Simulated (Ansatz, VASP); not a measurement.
## Two plane-wave programs on CsPbCl3

INCAR

```
SYSTEM = CsPbCl3
  PREC = Accurate
  ENCUT = 520
  EDIFF = 1E-7
  ISMEAR = 0
  SIGMA = 0.05
  LREAL = .FALSE.
  LASPH = .TRUE.
  NELM = 80
  ALGO = Normal
  ISIF = 2
  LWAVE = .FALSE.
  LCHARG = .FALSE.
  GGA = PS
  NBANDS = 30
```

The input KPOINTS:

```
regular mesh
0
G
  6 6 6
  0 0 0
```

The input POSCAR:

```
CsPbCl3
1.0
    5.6050000000      0.0000000000      0.0000000000
    0.0000000000      5.6050000000      0.0000000000
    0.0000000000      0.0000000000      5.8852500000
Cs Pb Cl
1 1 3
Direct
    0.0000000000      0.0000000000      0.0000000000
    0.5000000000      0.5000000000      0.5000000000
    0.0000000000      0.5000000000      0.5000000000
    0.5000000000      0.0000000000      0.5000000000
    0.5000000000      0.5000000000      0.0000000000
```

Input for Ansatz:

```yaml
crystal:
  lattice:
    - [5.605, 0.0, 0.0]
    - [0.0, 5.605, 0.0]
    - [0.0, 0.0, 5.88525]
  atoms:
    - { symbol: Cs, position: [0.0, 0.0, 0.0] }
    - { symbol: Pb, position: [0.5, 0.5, 0.5] }
    - { symbol: Cl, position: [0.0, 0.5, 0.5] }
    - { symbol: Cl, position: [0.5, 0.0, 0.5] }
    - { symbol: Cl, position: [0.5, 0.5, 0.0] }
basis:
  ecutwfc: 420
kpoints:
  mp_grid: { grid: [6, 6, 6] }
hamiltonian:
  xc: pbesol
scf:
  occupations: { method: gaussian, width: 0.05 }
output:
  forces: true
  stress: true
  eigenvalues: true
```

Change from the starting cell: strain +0.000 along x and y, +0.050 along z, atoms carried along.

Alike in both runs: task single point; functional PBEsol; k mesh 6 × 6 × 6; occupations gaussian, width 0.05 eV; no spin polarisation.

|  | VASP | Ansatz |
| --- | --- | --- |
| version | VASP 6.6.1 | Ansatz 0.2.0 |
| potentials or method | VASP PAW PBE potentials, release 64 (Cs_sv, Pb_d, Cl), cutoff 520 eV | scalar-relativistic, plane waves, PAW |
| valence electrons in the cell | 44 | 44 |

```tsv
	VASP	Ansatz	Ansatz less VASP
gap on the k mesh at the Fermi level (eV)	1.77	1.77	-0.004
least direct gap on the mesh (eV)	1.77	1.77	-0.004
pressure (GPa)	-0.9	-0.8	+0.03
traceless stress, the component that is largest in VASP (GPa)	-1.26	-1.26	+0.003
```

VASP's potentials were made for PBE, not for PBEsol.

Spin-orbit coupling is off throughout.
